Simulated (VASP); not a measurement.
# WC in VASP: further runs

The runs below take WC through electric field gradients, with PBEsol.

Everything below comes from runs of VASP 6.6.1. Logs are shortened: lines on timing, memory, paths and dates and some standing lists are left out, and cuts for length are marked.

## (1) The cell of the first run

Symmetry: P-6m2, No. 187, hexagonal system. Conventional cell: a = 2.910 Å, b = 2.910 Å, c = 2.838 Å, α = 90.00°, β = 90.00°, γ = 120.00°. W (site symmetry -6m2) has 6 C at 2.20 Å and 2 W at 2.84 Å within 2.9 Å. C (site symmetry -6m2) has 6 W at 2.20 Å and 2 C at 2.84 Å within 2.9 Å.

## (2) Electric field gradients, PBEsol (volume scaled by 1.01)

Input file INCAR:

```
SYSTEM = WC
ALGO = Normal ; EDIFF = 1E-8
ENCUT = 520 ; GGA = PS
ISIF = 2 ; ISMEAR = -1
LASPH = .TRUE. ; LCHARG = .FALSE.
LEFG = .TRUE. ; LREAL = .FALSE.
LWAVE = .FALSE. ; NBANDS = 16
NELM = 80 ; PREC = Accurate
SIGMA = 0.05
```

Input file KPOINTS:

```
k-points
0
G
  13 13 12
  0 0 0
```

Input file POSCAR:

```
WC
1.0
    2.9101377242      0.0000000000      0.0000000000
   -1.4550688621      2.5202531977      0.0000000000
    0.0000000000      0.0000000000      2.8383987401
W C
1 1
Direct
    0.0000000000      0.0000000000      0.0000000000
    0.6666666667      0.3333333333      0.5000000000
```

Potentials or basis: VASP PAW PBE potentials, release 64 (W_sv, C).

Launch:

```console
$ cat potpaw_PBE.64/W_sv/POTCAR potpaw_PBE.64/C/POTCAR > POTCAR
$ mpirun -np 1 vasp_std > vasp.out
```

OUTCAR:

```text
SYSTEM = WC
   EDIFF = 1E-8
   ENCUT = 520
   GGA = PS
   ISIF = 2
   ISMEAR = -1
   LASPH = .TRUE.
   LREAL = .FALSE.
   NELM = 80
   PREC = Accurate

 ion  position               nearest neighbor table
   1  0.000  0.000  0.000-   2 2.20   2 2.20   2 2.20   2 2.20   2 2.20   2 2.20
   2  0.667  0.333  0.500-   1 2.20   1 2.20   1 2.20   1 2.20   1 2.20   1 2.20

  LATTYP: Found a hexagonal cell.
 ALAT       =     2.9101377242
 C/A-ratio  =     0.9753485948

  Lattice vectors:

 A1 = (   2.9101377242,   0.0000000000,   0.0000000000)
 A2 = (  -1.4550688621,   2.5202531977,   0.0000000000)
 A3 = (   0.0000000000,   0.0000000000,   2.8383987401)

Analysis of symmetry for initial positions (statically):
=====================================================================
 Subroutine PRICEL returns:
 Original cell was already a primitive cell.

 Routine SETGRP: Setting up the symmetry group for a
 hexagonal supercell.

 Subroutine GETGRP returns: Found 12 space group operations
 (whereof 12 operations were pure point group operations)
 out of a pool of 24 trial point group operations.

The static configuration has the point symmetry D_3h.

Analysis of symmetry for dynamics (positions and initial velocities):
=====================================================================
 Subroutine PRICEL returns:
 Original cell was already a primitive cell.

 Routine SETGRP: Setting up the symmetry group for a
 hexagonal supercell.

 Subroutine GETGRP returns: Found 12 space group operations
 (whereof 12 operations were pure point group operations)
 out of a pool of 24 trial point group operations.

The dynamic configuration has the point symmetry D_3h.

 Subroutine INISYM returns: Found 12 space group operations
 (whereof 12 operations are pure point group operations),
 and found     1 'primitive' translations

----------------------------------------------------------------------------------------

                                     Primitive cell

  volume of cell :      20.8176

  direct lattice vectors                    reciprocal lattice vectors
     2.910137724  0.000000000  0.000000000     0.343626349  0.198392765  0.000000000
    -1.455068862  2.520253198  0.000000000     0.000000000  0.396785530  0.000000000
     0.000000000  0.000000000  2.838398740     0.000000000  0.000000000  0.352311318

  length of vectors
     2.910137724  2.910137724  2.838398740     0.396785530  0.396785530  0.352311318

  position of ions in fractional coordinates (direct lattice)
     0.000000000  0.000000000  0.000000000
     0.666666667  0.333333333  0.500000000

  ion indices of the primitive-cell ions
   primitive index   ion index
                 1           1
                 2           2

----------------------------------------------------------------------------------------

 KPOINTS: k-points

Automatic generation of k-mesh.
 Grid dimensions read from file:
 generate k-points for:   13   13   12

 Generating k-lattice:

  Cartesian coordinates                     Fractional coordinates (reciprocal lattice)
     0.026432796  0.015260982  0.000000000     0.076923077  0.000000000  0.000000000
     0.000000000  0.030521964  0.000000000     0.000000000  0.076923077  0.000000000
     0.000000000  0.000000000  0.029359276     0.000000000  0.000000000  0.083333333

  Length of vectors
     0.030521964  0.030521964  0.029359276

  Shift w.r.t. Gamma in fractional coordinates (k-lattice)
     0.000000000  0.000000000  0.000000000

 Subroutine IBZKPT returns following result:
 ===========================================

 Found    147 irreducible k-points:

 Following reciprocal coordinates:
            Coordinates               Weight
  0.000000  0.000000  0.000000      1.000000
  0.076923  0.000000  0.000000      6.000000
  0.153846  0.000000  0.000000      6.000000
  0.230769  0.000000  0.000000      6.000000
  0.307692  0.000000  0.000000      6.000000
  0.384615  0.000000  0.000000      6.000000
[... 16 lines left out ...]
  0.076923  0.000000  0.083333     12.000000
  0.153846  0.000000  0.083333     12.000000
 [... further k-points ...]
   k-points           NKPTS =    147   k-points in BZ     NKDIM =    147   number of bands    NBANDS=     16
   number of dos      NEDOS =    301   number of ions     NIONS =      2
   total plane-waves  NPLWV =  13824
   dimension x,y,z NGX =    24 NGY =   24 NGZ =   24
   dimension x,y,z NGXF=    48 NGYF=   48 NGZF=   48
   ions per type =               1   1
   NGX,Y,Z   is equivalent  to a cutoff of  13.71, 13.71, 14.06 a.u.
   NGXF,Y,Z  is equivalent  to a cutoff of  27.42, 27.42, 28.11 a.u.
 SYSTEM =  WC
   PREC   = accura    normal or accurate (medium, high low for compatibility)
   ISTART =      0    job   : 0-new  1-cont  2-samecut
   ICHARG =      2    charge: 1-file 2-atom 10-const
   ISPIN  =      1    spin polarized calculation?
   LNONCOLLINEAR =      F non collinear calculations
   LSORBIT =      F    spin-orbit coupling
   LASPH  =      T    aspherical Exc in radial PAW
   ENCUT  =  520.0 eV  38.22 Ry    6.18 a.u.   5.41  5.41  5.28*2*pi/ulx,y,z
   NELM   =     80;   NELMIN=  2; NELMDL= -5     # of ELM steps
   EDIFF  = 0.1E-07   stopping-criterion for ELM
   LREAL  =      F    real-space projection
   EDIFFG = 0.1E-06   stopping-criterion for IOM
   NSW    =      0    number of steps for IOM
   IBRION =     -1    ionic relax: 0-MD 1-quasi-New 2-CG
   NFREE  =      0    steps in history (QN), initial steepest desc. (CG)
   ISIF   =      2    stress and relaxation
   ISYM   =      2    0-nonsym 1-usesym 2-fastsym
   POTIM  = 0.5000    time-step for ionic-motion
   TEBEG  =    0.0;   TEEND  =   0.0 temperature during run
   PSTRESS=    0.0 pullay stress
   NELECT =      18.0000    total number of electrons
   NUPDOWN=      -1.0000    fix difference up-down
   EMIN   =  10.00;   EMAX   =-10.00  energy-range for DOS
   EFERMI =   0.00;   METHOD = LEGACY
   ISMEAR =    -1;   SIGMA  =   0.05  broadening in eV -4-tet -1-fermi 0-gaus
   EFERMI_NEDOS =   21; number of points for ismear=-14 and -15
   IALGO  =     38    algorithm
   IMIX   =      4    mixing-type and parameters
     AMIX     =   0.40;   BMIX     =  1.00
     AMIX_MAG =   1.60;   BMIX_MAG =  1.00
  volume/ion in A,a.u.               =      10.41        70.24
  Fermi-wavevector in a.u.,A,eV,Ry     =   1.559631  2.947276 33.095491  2.432450
  Thomas-Fermi vector in A             =   2.662961
   LORBIT       =      0    0 simple, 1 ext, 2 COOP (PROOUT), +10 PAW based schemes
   GGA     = PS    functional components
   LHFCALC =     F    Hartree Fock is set to
   AEXX    =    0.0000 exact exchange contribution
   IVDW    =     0    specifies the selected vdW correction
   LEPSILON=     F    determine dielectric tensor
   LRPA    =     F    only Hartree local field effects (RPA)
 non-spin polarized calculation
  energy-cutoff  :      520.00
  volume of cell :       20.82
 maximum number of plane-waves:       581
 NGX is ok and might be reduce to    24
   NGX = 11   NGY = 11   NGZ = 11

 number of electron      18.0000000 magnetization

 Free energy of the ion-electron system (eV)
  ---------------------------------------------------
  ext. energy  EPLUGINS =         0.00000000
  ---------------------------------------------------
  free energy    TOTEN  =       -23.89977504 eV

  energy without entropy =      -23.89695179  energy(sigma->0) =      -23.89836342

 E-fermi :  10.8935     XC(G=0): -13.9102

 val. band max:       10.8915363067   @ k =   0.0769   0.0769   0.5000
 cond. band min:      10.9224296133   @ k =   0.4615   0.0000   0.4167
 fundamental gap:      0.0308933066
 Fermi energy:        10.8935449406

 k-point     1 :       0.0000    0.0000    0.0000
  band No.  band energies     occupation
      1     -63.0528      2.00000
      2     -27.0374      2.00000
      3     -26.9386      2.00000
      4     -26.9386      2.00000
      5      -3.5165      2.00000
      6       6.5766      2.00000
[... 8 lines left out ...]
     15      25.1598      0.00000
     16      27.5581      0.00000

 k-point     2 :       0.0769    0.0000    0.0000
  band No.  band energies     occupation
      1     -63.0495      2.00000
      2     -27.0311      2.00000
      3     -26.9875      2.00000
      4     -26.9496      2.00000
      5      -3.3606      2.00000
      6       6.6208      2.00000
[... 8 lines left out ...]
     15      24.8468      0.00000
     16      27.8855      0.00000

 k-point     3 :       0.1538    0.0000    0.0000
  band No.  band energies     occupation
      1     -63.0404      2.00000
      2     -27.1213      2.00000
      3     -27.0137      2.00000
      4     -26.9802      2.00000
      5      -2.9161      2.00000
      6       6.3236      2.00000
[... 8 lines left out ...]
     15      24.5104      0.00000
     16      28.7963      0.00000

 k-point     4 :       0.2308    0.0000    0.0000
  band No.  band energies     occupation
      1     -63.0275      2.00000
      2     -27.3055      2.00000
      3     -27.0229      2.00000
      4     -26.9890      2.00000
      5      -2.2489      2.00000
      6       5.5757      2.00000
[... 8 lines left out ...]
     15      24.6927      0.00000
     16      29.1322      0.00000

 k-point     5 :       0.3077    0.0000    0.0000
  band No.  band energies     occupation
      1     -63.0138      2.00000
      2     -27.4959      2.00000
      3     -27.0679      2.00000
      4     -26.9626      2.00000
      5      -1.4640      2.00000
      6       4.8359      2.00000
[... 8 lines left out ...]
     15      25.5506      0.00000
     16      27.9706      0.00000

 k-point     6 :       0.3846    0.0000    0.0000
  band No.  band energies     occupation
      1     -63.0024      2.00000
      2     -27.6500      2.00000
      3     -27.1049      2.00000
      4     -26.9407      2.00000
      5      -0.7138      2.00000
      6       4.2505      2.00000
[... 8 lines left out ...]
     15      25.1125      0.00000
     16      27.7603      0.00000
[... 267 lines left out ...]
 k-point    21 :       0.3077    0.3077    0.0000
  band No.  band energies     occupation
      1     -62.9885      2.00000
      2     -27.5662      2.00000
      3     -27.4348      2.00000
      4     -26.9139      2.00000
      5       0.5501      2.00000
      6       4.2897      2.00000
[... 8 lines left out ...]
     15      26.2555      0.00000
     16      27.0558      0.00000

 k-point    22 :       0.0000    0.0000    0.0833
  band No.  band energies     occupation
      1     -63.0502      2.00000
      2     -27.0897      2.00000
      3     -26.9341      2.00000
      4     -26.9341      2.00000
      5      -3.3463      2.00000
      6       6.4922      2.00000
[... 8 lines left out ...]
     15      25.5504      0.00000
     16      27.5987      0.00000

 k-point    23 :       0.0769    0.0000    0.0833
  band No.  band energies     occupation
      1     -63.0468      2.00000
      2     -27.0833      2.00000
      3     -26.9826      2.00000
      4     -26.9451      2.00000
      5      -3.1940      2.00000
      6       6.5643      2.00000
[... 8 lines left out ...]
     15      25.0293      0.00000
     16      27.8848      0.00000

 k-point    24 :       0.1538    0.0000    0.0833
  band No.  band energies     occupation
      1     -63.0377      2.00000
      2     -27.1171      2.00000
      3     -27.0640      2.00000
      4     -26.9755      2.00000
      5      -2.7609      2.00000
      6       6.3893      2.00000
[... 8 lines left out ...]
     15      24.4320      0.00000
     16      28.7004      0.00000

 [... further k-points ...]
[... 5 lines left out ...]
  --------------------------------------------------------------------------------------
  -------------------------------------------------------------------------------------
  Total       -0.4303351     -0.4303351     -0.5221241      0.0000000      0.0000000      0.0000000
  in kB      -33.1196849    -33.1196849    -40.1840063      0.0000000      0.0000000      0.0000000
  external PRESSURE =     -35.4744587 kB  Pullay stress =       0.0000000 kB

 VOLUME and BASIS-vectors are now :
 -----------------------------------------------------------------------------
  energy-cutoff  :      520.00
  volume of cell :       20.82
      direct lattice vectors                 reciprocal lattice vectors
     2.910137724  0.000000000  0.000000000     0.343626349  0.198392765  0.000000000
    -1.455068862  2.520253198  0.000000000     0.000000000  0.396785530  0.000000000
     0.000000000  0.000000000  2.838398740     0.000000000  0.000000000  0.352311318

 POSITION                                       TOTAL-FORCE (eV/Angst)
 -----------------------------------------------------------------------------------
      0.00000      0.00000      0.00000        -0.000000     -0.000000      0.000000
      1.45507      0.84008      1.41920         0.000000      0.000000      0.000000
 -----------------------------------------------------------------------------------
    total drift:                                0.000000     -0.000000      0.000000

  FREE ENERGIE OF THE ION-ELECTRON SYSTEM (eV)
  ---------------------------------------------------
  free  energy   TOTEN  =       -23.8997750432 eV

  energy  without entropy=      -23.8969517931  energy(sigma->0) =      -23.89836342

 Electric field gradients (V/A^2)
---------------------------------------------------------------------
 ion       V_xx      V_yy      V_zz      V_xy      V_xz      V_yz
---------------------------------------------------------------------
   1      71.603    71.603  -143.206     0.000    -0.000    -0.000
   2      -0.069    -0.068     0.137     0.000    -0.000    -0.000
---------------------------------------------------------------------

 Electric field gradients after diagonalization (V/A^2)
 (convention: |V_zz| > |V_xx| > |V_yy|)
----------------------------------------------------------------------
 ion       V_xx      V_yy      V_zz     asymmetry (V_yy - V_xx)/ V_zz
----------------------------------------------------------------------
   1      71.603    71.602  -143.206       0.000
   2      -0.069    -0.068     0.137       0.006
----------------------------------------------------------------------

           NMR quadrupolar parameters

 Cq : quadrupolar parameter    Cq=e*Q*V_zz/h
 eta: asymmetry parameters     (V_yy - V_xx)/ V_zz
 Q  : nuclear electric quadrupole moment in mb (millibarn)
----------------------------------------------------------------------
 ion       Cq(MHz)       eta       Q (mb)
----------------------------------------------------------------------
   1      -0.346       0.000       1.000
   2       0.000       0.006       1.000
----------------------------------------------------------------------
```

It took 17 s on 1 thread of Intel Xeon 6975P-C (Granite Rapids), shared host; peak memory 0.17 GiB.

What came out:

| Quantity | Value |
| --- | --- |
| Free energy | -23.8998 eV |
| Pressure | -3.5 GPa |
| Band gap on the k mesh | zero (band 9 reaches 11.55 eV, above the bottom of band 10 at 10.29 eV) |

Levels at points of the mesh, in eV from the Fermi level:
| k point | band 7 | band 8 | band 9 | band 10 | band 11 | band 12 |
| --- | --- | --- | --- | --- | --- | --- |
| (0.00, 0.00, 0.00) | -3.33 | -3.33 | 0.12 | 3.21 | 3.21 | 5.63 |
| (0.00, 0.00, 0.50) | -2.01 | -2.01 | -0.60 | -0.60 | 3.68 | 4.51 |

Electric field gradients, principal values (V/Å²):
```csv
atom,least,middle,greatest (by size)
1 W,71.602,71.603,-143.206
2 C,-0.068,-0.069,0.137
```

Caveat: without QUAD_EFG the Cq values of the log hold for a quadrupole moment of 1 mb, not for the nuclei; the PAW data sets were made with another functional, which shifts forces and pressure a little; spin-orbit coupling is left out, which moves the levels of the heavy elements.

[end of part 1 of 3]
